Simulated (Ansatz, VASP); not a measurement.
## AlGa3N4: VASP beside Ansatz

INCAR

```
SYSTEM = AlGa3N4
PREC     = Accurate       ! precision mode
ENCUT    = 520            ! plane-wave cutoff, eV
EDIFF    = 1E-6           ! SCF threshold, eV
ISMEAR   = 0              ! smearing method
SIGMA    = 0.02           ! smearing width, eV
LREAL    = .FALSE.        ! projectors in reciprocal space
LASPH    = .TRUE.         ! aspherical terms in the spheres
NELM     = 60             ! most SCF steps
ALGO     = Normal         ! electronic algorithm
ISIF     = 2              ! what is computed and relaxed
LWAVE    = .FALSE.        ! write WAVECAR
LCHARG   = .FALSE.        ! write CHGCAR
GGA      = PS             ! functional
NBANDS   = 41             ! bands
```

KPOINTS

```
regular mesh
0
G
  6 6 6
  0 0 0
```

Contents of POSCAR:

```
AlGa3N4
1.0
    4.4676279143      0.0000000000      0.0000000000
    0.0000000000      4.4676279143      0.0000000000
    0.0000000000      0.0000000000      4.4676279143
Al Ga N
1 3 4
Direct
    0.0000000000      0.0000000000      0.0000000000
    0.5000000000      0.5000000000      0.0000000000
    0.5000000000      0.0000000000      0.5000000000
    0.0000000000      0.5000000000      0.5000000000
    0.7550309220      0.7550309220      0.2449690780
    0.7550309220      0.2449690780      0.7550309220
    0.2449690780      0.7550309220      0.7550309220
    0.2449690780      0.2449690780      0.2449690780
```

Input for Ansatz:

```yaml
crystal:
  lattice:
    - [4.4676279143, 0.0, 0.0]
    - [0.0, 4.4676279143, 0.0]
    - [0.0, 0.0, 4.4676279143]
  atoms:
    - { symbol: Al, position: [0.0, 0.0, 0.0] }
    - { symbol: Ga, position: [0.5, 0.5, 0.0] }
    - { symbol: Ga, position: [0.5, 0.0, 0.5] }
    - { symbol: Ga, position: [0.0, 0.5, 0.5] }
    - { symbol: "N", position: [0.755030922, 0.755030922, 0.244969078] }
    - { symbol: "N", position: [0.755030922, 0.244969078, 0.755030922] }
    - { symbol: "N", position: [0.244969078, 0.755030922, 0.755030922] }
    - { symbol: "N", position: [0.244969078, 0.244969078, 0.244969078] }
basis:
  ecutwfc: 420
kpoints:
  mp_grid: { grid: [6, 6, 6] }
  band_path:
    path:
      - [[0.0, 0.0, 0.0], [0.0, 0.5, 0.0], [0.5, 0.5, 0.0], [0.0, 0.0, 0.0], [0.5, 0.5, 0.5], [0.0, 0.5, 0.0]]
      - [[0.5, 0.5, 0.5], [0.5, 0.5, 0.0]]
    npoints: 14
hamiltonian:
  xc: pbesol
scf:
  occupations: { method: gaussian, width: 0.02 }
  n_extra_bands: 20
output:
  forces: true
  stress: true
  eigenvalues: true
  populations: true
  dos: { projected: true, de: 0.02, nscf_kmesh: { grid: [9, 9, 9] } }
  bader: true
  write_density: true
  write_potential: true
  elf: true
  volumetric_format: npy
```

Alike in both runs: task single point; functional PBEsol; k mesh 6 × 6 × 6; occupations gaussian, width 0.02 eV; no spin polarisation.

|  | VASP | Ansatz |
| --- | --- | --- |
| version | VASP 6.6.1 | Ansatz 0.2.0 |
| potentials or method | VASP PAW PBE potentials, release 64 (Al, Ga_d, N), cutoff 520 eV | scalar-relativistic, plane waves, PAW |
| valence electrons in the cell | 62 | 62 |

VASP gave:

| Property | Result |
| --- | --- |
| gap on the k mesh at the Fermi level (eV) | 2.31 |
| least direct gap on the mesh (eV) | 2.31 |
| pressure (GPa) | -0.2 |
| rms of the force components (eV/Å) | 0.003 |

Which values does Ansatz return?

gap on the k mesh at the Fermi level (eV): 2.29; least direct gap on the mesh (eV): 2.29; pressure (GPa): 0.0; rms of the force components (eV/Å): 0.000.

VASP's potentials were made for PBE, not for PBEsol. Atom by atom the forces differ by 0.004 eV/Å (rms over components). The functional is the same, so the differences come from potentials, cutoffs and numerics.
